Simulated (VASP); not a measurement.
Wanted: the native input for a VASP 6.6.1 run.

```
Task                   : relaxation of cell and atoms
Functional             : PBE
Potentials or basis    : VASP PAW PBE potentials, release 64 (Ta_pv, Al, N)
Cutoff                 : 600 eV
k mesh                 : 12 × 12 × 6
Occupations            : gaussian, width 0.1 eV
Spin                   : no spin polarisation
Dipole correction      : no
Further INCAR settings : ALGO = Normal; EDIFF = 1e-06; IBRION = 2; EDIFFG = -0.01; NSW = 100; ISIF = 3
```

The structure of TaAl3N4 lies in POSCAR:

```
TaAl3N4
1.0
    2.9591141221      0.0000000000      0.0000000000
    0.0000000000      2.9591141221      0.0000000000
    0.0000000000      0.0000000000      8.5011471126
Ta Al N
1 3 4
Direct
    0.5000000000      0.5000000000      0.0000000000
    0.0000000000      0.0000000000      0.2633030589
    0.5000000000      0.5000000000      0.5000000000
    0.0000000000      0.0000000000      0.7366969411
    0.0000000000      0.0000000000      0.0000000000
    0.5000000000      0.5000000000      0.2658050689
    0.0000000000      0.0000000000      0.5000000000
    0.5000000000      0.5000000000      0.7341949311
```

One way to write it, as run:

INCAR

```
SYSTEM = TaAl3N4
PREC = Accurate ; ENCUT = 600
EDIFF = 1E-6 ; ISMEAR = 0
SIGMA = 0.1 ; LREAL = .False.
LASPH = .True. ; NELM = 80
ALGO = Normal ; ISIF = 3
LWAVE = .False. ; LCHARG = .False.
GGA = PE ; IBRION = 2
NSW = 100 ; EDIFFG = -0.01
```

KPOINTS

```
regular mesh
0
Gamma
  12 12 6
  0 0 0
```

Potentials or basis: VASP PAW PBE potentials, release 64 (Ta_pv, Al, N).

Launch:

```sh
$ cat potpaw_PBE.64/Ta_pv/POTCAR potpaw_PBE.64/Al/POTCAR potpaw_PBE.64/N/POTCAR > POTCAR
$ mpirun -np 1 vasp_std > vasp.out
```

Results of the run:

```yaml
Relaxed_volume: 9.30 Å³/atom
Relaxed_cell: a = 2.961 Å, b = 2.961 Å, c = 8.486 Å, α = 90.00°, β = 90.00°, γ = 90.00°
Space_group_after_relaxing_to_0.1_Å: P4/mmm (No. 123)
Energy_gained_by_relaxing: 0.0 meV/atom
Ionic_steps: 4
Pressure_after_relaxing: -0.1 GPa
Largest_force_after_relaxing: 0.008 eV/Å
Band_gap_on_the_k_mesh: zero (bands 20 and 21 overlap by 4.16 eV)
```

Caveat: spin-orbit coupling is left out, which moves the levels of the heavy elements.

Wall time 12 min on 1 thread of AMD EPYC 7R13, with other jobs on the host, peak memory 0.35 GiB.
